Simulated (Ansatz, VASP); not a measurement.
**CdTe4: VASP beside Ansatz**

```
CELL_PARAMETERS angstrom
-3.47866 3.47866 3.47866
3.47866 -3.47866 3.47866
3.47866 3.47866 -3.47866
ATOMIC_POSITIONS crystal
Cd 0.00000 0.00000 0.00000
Te 0.50000 0.50000 0.50000
Te 0.50000 0.00000 0.00000
Te 0.00000 0.00000 0.50000
Te 0.00000 0.50000 0.00000
```

Change from the starting cell: species swapped into the GeF4 type (I-43m, No. 217).

Alike in both runs: functional PBE; k mesh 8 × 8 × 8; occupations gaussian, width 0.1 eV; no spin polarisation.

Ansatz relaxed the structure, and its values are those at the end. VASP's run is a single point on that final structure, the one shown.

|  | VASP | Ansatz |
| --- | --- | --- |
| version | VASP 6.6.1 | Ansatz 0.2.0 |
| potentials or method | VASP PAW PBE potentials, release 64 (Cd, Te), cutoff 520 eV | scalar-relativistic, plane waves, PAW |
| valence electrons in the cell | 36 | 84 |

```csv
,VASP,Ansatz,Ansatz less VASP
gap on the k mesh at the Fermi level (eV),none,none,-
pressure (GPa),0.1,0.0,-0.07
```

A gap of «none» marks a metal or a gap that the smearing closes. With one functional, cell and mesh, what is left measures potentials, basis and numerics. VASP's potentials hold 36 valence electrons a cell and Ansatz's 84, so a difference there can come from the potentials and not from the codes.

Neither program's run includes spin-orbit coupling.
